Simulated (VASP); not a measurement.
# AgRuS2 (P-4m2) in VASP: further runs, part 2 of 2

VASP 6.6.1. Earlier steps stand in the parts before.

### 3 Single point, PBE, collinear spin, ferromagnetic start

This run uses another cell than the first one, of 21.96 Å³/atom.

The input, INCAR:

```
PREC     = Accurate       # precision mode
ENCUT    = 520            # plane-wave cutoff, eV
EDIFF    = 1E-6           # SCF threshold, eV
ISMEAR   = 0              # smearing method
SIGMA    = 0.1            # smearing width, eV
LREAL    = F              # projectors in reciprocal space
LASPH    = T              # aspherical terms in the spheres
NELM     = 150            # most SCF steps
ALGO     = Normal         # electronic algorithm
ISIF     = 2              # what is computed and relaxed
LWAVE    = F              # write WAVECAR
LCHARG   = T              # write CHGCAR
ISPIN    = 2              # spin polarisation
MAGMOM   = 0 1 0 0        # initial moments
LORBIT   = 11             # projections on sites
LMAXMIX  = 4              # l up to which the mixer works
GGA      = PE             # functional
LELF     = T              # ELF
LVHAR    = T            
NBANDS   = 30             # bands
```

The input, KPOINTS:

```
regular mesh
0
Gamma
  4 4 4
```

The input, POSCAR:

```
AgRuS2
1.0
    3.9600084200      0.0000000000      0.0000000000
    0.0000000000      3.9600084200      0.0000000000
    0.0000000000      0.0000000000      5.6002976100
Ag Ru S
1 1 2
Direct
    0.5000000000      0.5000000000      0.5000000000
    0.0000000000      0.0000000000      0.0000000000
    0.5000000000      0.0000000000      0.2500000000
    0.0000000000      0.5000000000      0.7500000000
```

Potentials or basis: VASP PAW PBE potentials, release 64 (Ag, Ru_pv, S).

Launch:

```
cat potpaw_PBE.64/Ag/POTCAR potpaw_PBE.64/Ru_pv/POTCAR potpaw_PBE.64/S/POTCAR > POTCAR
mpirun -np 1 vasp_std > vasp.out
```

OUTCAR:

```text
PREC = Accurate
   ENCUT = 520
   EDIFF = 1E-6
   ISMEAR = 0
   LREAL = F
   LASPH = T
   NELM = 150
   ISIF = 2
   ISPIN = 2
   LORBIT = 11
   GGA = PE

 ion  position               nearest neighbor table
   1  0.500  0.500  0.500-   3 2.43   4 2.43   3 2.43   4 2.43
   2  0.000  0.000  0.000-   3 2.43   4 2.43   4 2.43   3 2.43
   3  0.500  0.000  0.250-   1 2.43   2 2.43   1 2.43   2 2.43
   4  0.000  0.500  0.750-   1 2.43   2 2.43   2 2.43   1 2.43

  LATTYP: Found a simple tetragonal cell.
 ALAT       =     3.9600084200
[... 1407 lines left out ...]
  volume of cell :       87.82
      direct lattice vectors                 reciprocal lattice vectors
     3.960008420  0.000000000  0.000000000     0.252524716  0.000000000  0.000000000
     0.000000000  3.960008420  0.000000000     0.000000000  0.252524716  0.000000000
     0.000000000  0.000000000  5.600297610     0.000000000  0.000000000  0.178561939

 POSITION                                       TOTAL-FORCE (eV/Angst)
 -----------------------------------------------------------------------------------
      1.98000      1.98000      2.80015        -0.000000     -0.000000      0.000000
      0.00000      0.00000      0.00000         0.000000     -0.000000      0.000000
      1.98000      0.00000      1.40007         0.000000      0.000000     -2.322667
      0.00000      1.98000      4.20022         0.000000     -0.000000      2.322667
 -----------------------------------------------------------------------------------
    total drift:                                0.000000      0.000000      0.000000

  FREE ENERGIE OF THE ION-ELECTRON SYSTEM (eV)
  ---------------------------------------------------
  free  energy   TOTEN  =       -19.6728955460 eV

  energy  without entropy=      -19.6544971619  energy(sigma->0) =      -19.66369635

 total charge

# of ion       s       p       d       tot
------------------------------------------
    1        0.391   0.363   9.181   9.935
    2        0.278   6.147   5.959  12.383
    3        1.332   2.289   0.000   3.621
    4        1.332   2.289   0.000   3.621
--------------------------------------------------
tot          3.333  11.088  15.139  29.561

 magnetization (x)

# of ion       s       p       d       tot
------------------------------------------
    1        0.000   0.000   0.000   0.000
    2        0.000   0.000   0.002   0.002
    3        0.000   0.000   0.000   0.000
    4        0.000   0.000   0.000   0.000
--------------------------------------------------
tot          0.000   0.000   0.002   0.002
```

OSZICAR:

```text
N       E                     dE             d eps       ncg     rms          rms(c)
DAV:   1     0.254732957273E+03    0.25473E+03   -0.18907E+04  2336   0.114E+03
DAV:   2    -0.917107704017E+01   -0.26390E+03   -0.25446E+03  2406   0.291E+02
DAV:   3    -0.206732507614E+02   -0.11502E+02   -0.11353E+02  2708   0.592E+01
DAV:   4    -0.208296250205E+02   -0.15637E+00   -0.15626E+00  2524   0.706E+00
DAV:   5    -0.208341920540E+02   -0.45670E-02   -0.45666E-02  2958   0.113E+00    0.149E+01
DAV:   6    -0.200173567424E+02    0.81684E+00   -0.48667E+00  2346   0.196E+01    0.962E+00
DAV:   7    -0.198260836608E+02    0.19127E+00   -0.20412E+00  2352   0.132E+01    0.842E+00
DAV:   8    -0.196745561907E+02    0.15153E+00   -0.34699E-01  2388   0.665E+00    0.308E+00
DAV:   9    -0.196724576596E+02    0.20985E-02   -0.29586E-02  2496   0.120E+00    0.361E-01
DAV:  10    -0.196724567005E+02    0.95907E-06   -0.25254E-03  2562   0.478E-01    0.206E-01
DAV:  11    -0.196726460252E+02   -0.18932E-03   -0.43888E-04  2588   0.117E-01    0.119E-01
DAV:  12    -0.196728431572E+02   -0.19713E-03   -0.19405E-04  2468   0.829E-02    0.419E-02
DAV:  13    -0.196728849819E+02   -0.41825E-04   -0.52216E-05  2564   0.429E-02    0.265E-02
DAV:  14    -0.196728917176E+02   -0.67357E-05   -0.57985E-06  2644   0.135E-02    0.154E-02
DAV:  15    -0.196728952165E+02   -0.34989E-05   -0.48338E-06  2542   0.127E-02    0.668E-03
DAV:  16    -0.196728955460E+02   -0.32955E-06   -0.44729E-07  1666   0.409E-03
   1 F= -.19672896E+02 E0= -.19663696E+02  d E =-.183984E-01  mag=     0.0020
```

stdout:

```text
POSCAR found type information on POSCAR AgRuS
 POSCAR found :  3 types and       4 ions
 scaLAPACK will be used
 LDA part: xc-table for (Slater+PW92), standard interpolation
 POSCAR, INCAR and KPOINTS ok, starting setup
 FFT: planning ... GRIDC
 FFT: planning ... GRID_SOFT
 FFT: planning ... GRID
 WAVECAR not read
 entering main loop
```

It took 54 s on 1 thread of Intel Xeon 6975P-C (Granite Rapids), shared host; peak memory 0.26 GiB.

Results:

```
Free energy                                           : -19.6729 eV
Pressure                                              : -6.4 GPa
Largest force                                         : 2.323 eV/Å
Net moment                                            : 0.00 μB per cell
Valence electrons inside the program's atomic spheres : Ag 9.94; Ru 12.38; S 3.62
```

Forces on the atoms (eV/Å):
```
Ag   0.000  0.000  0.000
Ru   0.000  0.000  0.000
S    0.000  0.000 -2.323
S    0.000  0.000  2.323
```

Stress tensor (GPa, compression positive):
```
-6.27  0.00  0.00
 0.00 -6.27  0.00
 0.00  0.00 -6.72
```

Levels at points of the mesh, in eV from the Fermi level:
Spin up:
```
           k point  band 16  band 17  band 18  band 19  band 20  band 21
(0.00, 0.00, 0.00)    -1.53    -1.11    -1.06     1.61     1.77     1.95
(0.50, 0.00, 0.00)    -1.88    -1.07    -0.24     0.00     0.38     1.19
(0.50, 0.50, 0.00)    -2.16    -0.93    -0.80    -0.77    -0.77    -0.19
(0.00, 0.00, 0.50)    -0.76    -0.76    -0.18     0.78     1.19     1.19
(0.50, 0.00, 0.50)    -1.93    -1.16     0.02     0.32     0.98     1.17
(0.50, 0.50, 0.50)    -2.95    -0.99    -0.99    -0.80    -0.27     0.17
```
Spin down:
```csv
k point,band 15,band 16,band 17,band 18,band 19,band 20,band 21,band 22
"(0.00, 0.00, 0.00)",-1.53,-1.53,-1.11,-1.06,1.61,1.77,1.96,1.96
"(0.50, 0.00, 0.00)",-2.24,-1.88,-1.07,-0.24,0.00,0.38,1.19,5.03
"(0.50, 0.50, 0.00)",-2.97,-2.16,-0.93,-0.80,-0.77,-0.77,-0.19,4.59
"(0.00, 0.00, 0.50)",-1.12,-0.76,-0.76,-0.18,0.78,1.19,1.19,3.88
"(0.50, 0.00, 0.50)",-2.03,-1.93,-1.15,0.02,0.32,0.99,1.17,3.73
"(0.50, 0.50, 0.50)",-2.95,-2.95,-0.99,-0.99,-0.80,-0.27,0.17,6.11
```

Caveat: the k points lie up to 0.40 Å⁻¹ apart; forces of over 1 eV/Å act on the atoms, so gaps and moduli don't describe the material at rest.

### 4 Single point, PBE

This run uses another cell than the first one, of 20.93 Å³/atom.

The input, INCAR:

```
SYSTEM = AgRuS2
  ALGO = Normal
  EDIFF = 1E-6
  ENCUT = 520
  GGA = PE
  ISIF = 2
  ISMEAR = 0
  LASPH = .True.
  LCHARG = .True.
  LELF = .True.
  LREAL = .False.
  LVHAR = .True.
  LWAVE = .False.
  NBANDS = 26
  NELM = 100
  PREC = Accurate
  SIGMA = 0.1
```

The input, KPOINTS:

```
k-points
0
Gamma
  12 12 8
  0 0 0
```

The input, POSCAR:

```
AgRuS2
1.0
    3.9371741272      0.0000000000      0.0000000000
    0.0000000000      3.9371741272      0.0000000000
    0.0000000000      0.0000000000      5.3996620643
Ag Ru S
1 1 2
Direct
    0.5000000000      0.5000000000      0.5000000000
    0.0000000000      0.0000000000      0.0000000000
    0.5000000000      0.0000000000      0.2020355187
    0.0000000000      0.5000000000      0.7979644813
```

Potentials or basis: VASP PAW PBE potentials, release 64 (Ag, Ru_pv, S).

Launch:

```
cat potpaw_PBE.64/Ag/POTCAR potpaw_PBE.64/Ru_pv/POTCAR potpaw_PBE.64/S/POTCAR > POTCAR
mpirun -np 1 vasp_std > vasp.out
```

OUTCAR:

```text
SYSTEM = AgRuS2
   EDIFF = 1E-6
   ENCUT = 520
   GGA = PE
   ISIF = 2
   ISMEAR = 0
   LASPH = .True.
   LREAL = .False.
   NELM = 100
   PREC = Accurate

 ion  position               nearest neighbor table
   1  0.500  0.500  0.500-   3 2.54   4 2.54   3 2.54   4 2.54
   2  0.000  0.000  0.000-   3 2.25   4 2.25   4 2.25   3 2.25
   3  0.500  0.000  0.202-   2 2.25   2 2.25   1 2.54   1 2.54
   4  0.000  0.500  0.798-   2 2.25   2 2.25   1 2.54   1 2.54

[... 897 lines left out ...]
  Direction    XX          YY          ZZ          XY          YZ          ZX
  --------------------------------------------------------------------------------------
  -------------------------------------------------------------------------------------
  Total       -0.0806635     -0.0806635     -0.0656769      0.0000000      0.0000000      0.0000000
  in kB       -1.5440156     -1.5440156     -1.2571500      0.0000000      0.0000000      0.0000000
  external PRESSURE =      -1.4483938 kB  Pullay stress =       0.0000000 kB

 VOLUME and BASIS-vectors are now :
 -----------------------------------------------------------------------------
  energy-cutoff  :      520.00
  volume of cell :       83.70
      direct lattice vectors                 reciprocal lattice vectors
     3.937174127  0.000000000  0.000000000     0.253989274  0.000000000  0.000000000
     0.000000000  3.937174127  0.000000000     0.000000000  0.253989274  0.000000000
     0.000000000  0.000000000  5.399662064     0.000000000  0.000000000  0.185196775

 POSITION                                       TOTAL-FORCE (eV/Angst)
 -----------------------------------------------------------------------------------
      1.96859      1.96859      2.69983        -0.000000      0.000000      0.000000
      0.00000      0.00000      0.00000         0.000000      0.000000      0.000000
      1.96859      0.00000      1.09092         0.000000      0.000000     -0.013032
      0.00000      1.96859      4.30874         0.000000     -0.000000      0.013032
 -----------------------------------------------------------------------------------
    total drift:                                0.000000      0.000000      0.000000

  FREE ENERGIE OF THE ION-ELECTRON SYSTEM (eV)
  ---------------------------------------------------
  free  energy   TOTEN  =       -20.3889637703 eV

  energy  without entropy=      -20.3770726240  energy(sigma->0) =      -20.38301820
```

stdout:

```text
POSCAR found type information on POSCAR AgRuS
 POSCAR found :  3 types and       4 ions
 scaLAPACK will be used
 LDA part: xc-table for (Slater+PW92), standard interpolation
 POSCAR, INCAR and KPOINTS ok, starting setup
 FFT: planning ... GRIDC
 FFT: planning ... GRID_SOFT
 FFT: planning ... GRID
 WAVECAR not read
 entering main loop
```

Wall time 2.1 min (1 thread of Intel Xeon 6975P-C (Granite Rapids), shared host); peak memory 0.41 GiB.

What came out:

* Free energy: -20.3890 eV
* Pressure: -0.1 GPa
* Largest force: 0.013 eV/Å
* Band gap on the k mesh: zero (an odd number of electrons rules out a gap without spin polarisation)

Forces in eV/Å, atoms in the order of the input:
```
Ag   0.000  0.000  0.000
Ru   0.000  0.000  0.000
S    0.000  0.000 -0.013
S    0.000  0.000  0.013
```

### 5 Single point, PBE

This run uses another cell than the first one, of 20.93 Å³/atom.

The input, INCAR:

```
SYSTEM = AgRuS2
PREC = Accurate ; ENCUT = 520
EDIFF = 1E-7 ; ISMEAR = 0
SIGMA = 0.1 ; LREAL = .FALSE.
LASPH = .TRUE. ; NELM = 60
ALGO = Normal ; ISIF = 2
LWAVE = .FALSE. ; LCHARG = .FALSE.
GGA = PE ; NBANDS = 26
```

The input, KPOINTS:

```
Automatic mesh
0
G
  12 12 10
  0 0 0
```

POSCAR is that of step 4.

Launch:

```
cat potpaw_PBE.64/Ag/POTCAR potpaw_PBE.64/Ru_pv/POTCAR potpaw_PBE.64/S/POTCAR > POTCAR
mpirun -np 1 vasp_std > vasp.out
```

Wall time 2.7 min (1 thread of Intel Xeon 6975P-C (Granite Rapids), shared host); peak memory 0.46 GiB.

It converged, with:

* Free energy: -20.3893 eV
* Pressure: -0.1 GPa
* Largest force: 0.014 eV/Å
* Band gap on the k mesh: zero (an odd number of electrons rules out a gap without spin polarisation)

Forces in eV/Å, atoms in the order of the input:
```
Ag   0.000  0.000  0.000
Ru   0.000  0.000  0.000
S    0.000  0.000 -0.014
S    0.000  0.000  0.014
```

Levels at points of the mesh, in eV from the Fermi level:
| k point | band 16 | band 17 | band 18 | band 19 | band 20 | band 21 |
| --- | --- | --- | --- | --- | --- | --- |
| (0.00, 0.00, 0.00) | -1.95 | -1.91 | -0.67 | 1.53 | 2.50 | 2.50 |
| (0.50, 0.00, 0.00) | -2.56 | -1.39 | -0.45 | 0.55 | 0.87 | 1.42 |
| (0.50, 0.50, 0.00) | -2.34 | -1.73 | -1.73 | -1.62 | -0.72 | 0.09 |
| (0.00, 0.00, 0.50) | -1.39 | -1.39 | 0.14 | 1.44 | 1.96 | 1.96 |
| (0.50, 0.00, 0.50) | -2.11 | -1.73 | -0.36 | 0.20 | 1.39 | 2.08 |
| (0.50, 0.50, 0.50) | -3.05 | -1.58 | -1.39 | -1.39 | -0.02 | 0.34 |

### 6 Overview

| spin | cell | k mesh | gap on the mesh (eV) | pressure (GPa) | moment (μB) | largest force (eV/Å) |
| --- | --- | --- | --- | --- | --- | --- |
| collinear, ferromagnetic start | a = 3.837, b = 3.837, c = 5.660 Å, 4 atoms, atomic positions A | 4 × 4 × 4 | none | -0.2 | 0.00 | 0.01 |
| collinear, ferromagnetic start | a = 3.960, b = 3.960, c = 5.600 Å, 4 atoms, atomic positions B | 4 × 4 × 4 | none | -6.4 | 0.00 | 2.32 |
| off | a = 3.937, b = 3.937, c = 5.400 Å, 4 atoms, atomic positions C | 12 × 12 × 8 | none | -0.1 | - | 0.01 |
| off | a = 3.937, b = 3.937, c = 5.400 Å, 4 atoms, atomic positions C | 12 × 12 × 10 | none | -0.1 | - | 0.01 |

Alike in all rows: task single point; level PBE; potentials or basis VASP PAW PBE potentials, release 64 (Ag, Ru_pv, S); cutoff (eV) 520; smearing gaussian 0.1 eV.

Caveats: some runs use coarse meshes; forces of over 1 eV/Å act on the atoms, so gaps and moduli don't describe the material at rest (at least some runs).

Absolute energies hang on the potentials; compare differences alone.
